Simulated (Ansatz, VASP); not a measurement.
**CaSe: VASP beside Ansatz**

```
Ca Se
1.0
     0.00000    2.95600    2.95600
     2.95600    0.00000    2.95600
     2.95600    2.95600    0.00000
Ca Se
1 1
Direct
  0.00000 0.00000 0.00000
  0.53383 0.46617 0.46617
```

Alike in both runs: task single point; functional PBE; k mesh 6 × 6 × 6; no spin polarisation.

```csv
,VASP,Ansatz
version,VASP 6.6.1,Ansatz 0.2.0
potentials or method,"VASP PAW PBE potentials, release 64 (Ca_sv, Se)","plane waves, PAW"
plane-wave cutoff (eV),520,420
occupations,"gaussian, width 0.01 eV",fixed
valence electrons in the cell,16,26
```

|  | VASP | Ansatz | Ansatz less VASP |
| --- | --- | --- | --- |
| rms of the force components (eV/Å) | 0.413 | 0.407 | -0.0061 |

Atom by atom the forces differ by 0.006 eV/Å (rms over components). VASP's potentials hold 16 valence electrons a cell and Ansatz's 26, so a difference there can come from the potentials and not from the codes.
